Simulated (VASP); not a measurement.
The system is Co.

```xyz
2
Lattice="2.4874 0.0000 0.0000 -1.2437 2.1541 0.0000 0.0000 0.0000 4.0633" Properties=species:S:1:pos:R:3 pbc="T T T"
Co    1.2437    0.7180    1.0559
Co    0.0000    1.4361    3.0074
```

Base run:

```yaml
Program: VASP 6.6.1
Functional: BLYP
Potentials_or_basis: VASP PAW PBE potentials, release 64 (Co)
Cutoff: 520 eV
k_mesh: 15 × 15 × 8
Occupations: fermi-dirac, width 0.15 eV
Spin: collinear spin, ferromagnetic start
Starting_moments: "[2.5, 2.5] μB"
```

Its results: pressure 9.6 GPa; net moment 3.13 μB per cell; site moments Co +1.58 μB; largest force 0.581 eV/Å.

The run is repeated on the same cell with these changes: functional from BLYP to PBEsol. What comes out?

Pressure -9.9 GPa; net moment 3.19 μB per cell; site moments Co +1.61 μB; largest force 0.497 eV/Å.

PBEsol binds more tightly than BLYP, so the same cell stands under less pressure.

Caveats: the PAW data sets were made with another functional, which shifts forces and pressure a little; the cell stands under pressure (at least some runs); the cell stands under tension (at least some runs).
